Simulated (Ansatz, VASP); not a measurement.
LiCaF3: VASP beside Ansatz

Contents of INCAR:

```
SYSTEM = LiCaF3
PREC     = Accurate       ! precision mode
ENCUT    = 520            ! plane-wave cutoff, eV
EDIFF    = 1E-6           ! SCF threshold, eV
ISMEAR   = 0              ! smearing method
SIGMA    = 0.05           ! smearing width, eV
LREAL    = .FALSE.        ! projectors in reciprocal space
LASPH    = .TRUE.         ! aspherical terms in the spheres
NELM     = 100            ! most SCF steps
ALGO     = Normal         ! electronic algorithm
ISIF     = 2              ! what is computed and relaxed
LWAVE    = .FALSE.        ! write WAVECAR
LCHARG   = .FALSE.        ! write CHGCAR
NBANDS   = 25             ! bands
```

The input KPOINTS:

```
regular mesh
0
G
  6 6 6
  0 0 0
```

File POSCAR:

```
LiCaF3
1.0
    3.7612440000      0.0000000000      0.0000000000
    0.0000000000      3.7612440000      0.0000000000
    0.0000000000      0.0000000000      3.7612440000
Li Ca F
1 1 3
Direct
    0.5000000000      0.5000000000      0.5000000000
    0.0000000000      0.0000000000      0.0000000000
    0.0265869484      0.5000000000      0.5000000000
    0.5265869484      0.5000000000      0.0000000000
    0.5265869484      0.0000000000      0.5000000000
```

Input for Ansatz:

```yaml
crystal:
  lattice:
    - [3.761244, 0.0, 0.0]
    - [0.0, 3.761244, 0.0]
    - [0.0, 0.0, 3.761244]
  atoms:
    - { symbol: Li, position: [0.5, 0.5, 0.5] }
    - { symbol: Ca, position: [0.0, 0.0, 0.0] }
    - { symbol: F, position: [0.0265869484, 0.5, 0.5] }
    - { symbol: F, position: [0.5265869484, 0.5, 0.0] }
    - { symbol: F, position: [0.5265869484, 0.0, 0.5] }
basis:
  ecutwfc: 420
kpoints:
  mp_grid: { grid: [6, 6, 6] }
hamiltonian:
  xc: lda
scf:
  occupations: { method: gaussian, width: 0.05 }
output:
  forces: true
  stress: true
  eigenvalues: true
```

Change from the starting cell: all F atoms moved -0.100 Å, as atom 3 towards its neighbour atom 1 (Li) at 1.881 Å.

Alike in both runs: task single point; functional LDA; k mesh 6 × 6 × 6; occupations gaussian, width 0.05 eV; no spin polarisation.

|  | VASP | Ansatz |
| --- | --- | --- |
| version | VASP 6.6.1 | Ansatz 0.2.0 |
| potentials or method | VASP PAW LDA potentials, release 64 (Li_sv, Ca_sv, F), cutoff 520 eV | scalar-relativistic, plane waves, PAW |
| valence electrons in the cell | 34 | 34 |

Ansatz gave:

* gap on the k mesh at the Fermi level (eV): 6.39
* least direct gap on the mesh (eV): 6.51
* rms of the force components (eV/Å): 0.170

Question: Which values does VASP return?

Answer: gap on the k mesh at the Fermi level (eV): 6.38; least direct gap on the mesh (eV): 6.49; rms of the force components (eV/Å): 0.171.

LDA's correlation is that of Perdew and Zunger in VASP and of Perdew and Wang (1992) in Ansatz. Atom by atom the forces differ by 0.004 eV/Å (rms over components).

Noted on VASP's run: the cutoff is under 1.25 times that of the potentials, so the pressure is a little rough.
